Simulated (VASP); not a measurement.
# BP: single point with PBE

Crystal: BP.

```
CELL_PARAMETERS angstrom
0.00000 2.26900 2.26900
2.26900 0.00000 2.26900
2.26900 2.26900 0.00000
ATOMIC_POSITIONS crystal
B 0.00000 0.00000 0.00000
P 0.25000 0.25000 0.25000
```

```
Program                : VASP 6.6.1
Task                   : single point
Functional             : PBE
Potentials or basis    : VASP PAW PBE potentials, release 64 (B, P)
Cutoff                 : 500 eV
k mesh                 : 2 × 2 × 2
Occupations            : gaussian, width 0.01 eV
Spin                   : no spin polarisation
Dipole correction      : no
Further INCAR settings : ALGO = Normal; EDIFF = 1e-06; NBANDS = 11
```

```
Pressure               : 16.5 GPa
Band gap on the k mesh : 1.14 eV, indirect (least direct gap 3.25 eV)
```

Levels at points of the mesh, in eV from the valence-band top:
| k point | band 2 | band 3 | band 4 | band 5 | band 6 | band 7 |
| --- | --- | --- | --- | --- | --- | --- |
| (0.00, 0.00, 0.00) | 0.00 | 0.00 | 0.00 | 3.25 | 3.25 | 3.25 |
| (0.50, 0.00, 0.00) | -9.16 | -1.80 | -1.80 | 3.70 | 4.54 | 4.54 |
| (0.50, 0.50, 0.00) | -8.66 | -4.20 | -4.20 | 1.14 | 1.49 | 12.09 |

It took 2.6 s on 1 thread of AMD EPYC 7R13 Processor (Zen 3), on a shared host, peak memory 0.1 GiB.

Caveat: the k points lie up to 1.20 Å⁻¹ apart. A k mesh can miss the band edges.
